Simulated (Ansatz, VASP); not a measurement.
## Two plane-wave programs on Ni

```
Ni
1.0
     0.00000    1.74053    1.74053
     1.74053    0.00000    1.74053
     1.74053    1.74053    0.00000
Ni
1
Cartesian
  0.0000 0.0000 0.0000
```

Alike in both runs: task single point; functional PBE; k mesh 8 × 8 × 8; occupations gaussian, width 0.1 eV; collinear spin.

|  | VASP | Ansatz |
| --- | --- | --- |
| version | VASP 6.6.1 | Ansatz 0.2.0 |
| potentials or method | VASP PAW PBE potentials, release 64 (Ni), cutoff 520 eV | scalar-relativistic, plane waves, PAW |
| valence electrons in the cell | 10 | 18 |

|  | VASP | Ansatz | Ansatz less VASP |
| --- | --- | --- | --- |
| gap on the k mesh at the Fermi level (eV) | none | none | - |
| pressure (GPa) | 7.1 | 7.3 | +0.15 |
| net moment per atom (μB) | 0.70 | 0.70 | 0.000 |
| size of the moment on the site where the two differ most (μB) | 0.71 | 0.74 | +0.030 |

Site moments also hang on the region over which each program counts them. A gap of «none» marks a metal or a gap that the smearing closes. VASP's potentials hold 10 valence electrons a cell and Ansatz's 18, so a difference there can come from the potentials and not from the codes.

The k mesh is coarse, so the values compare programs but aren't converged.
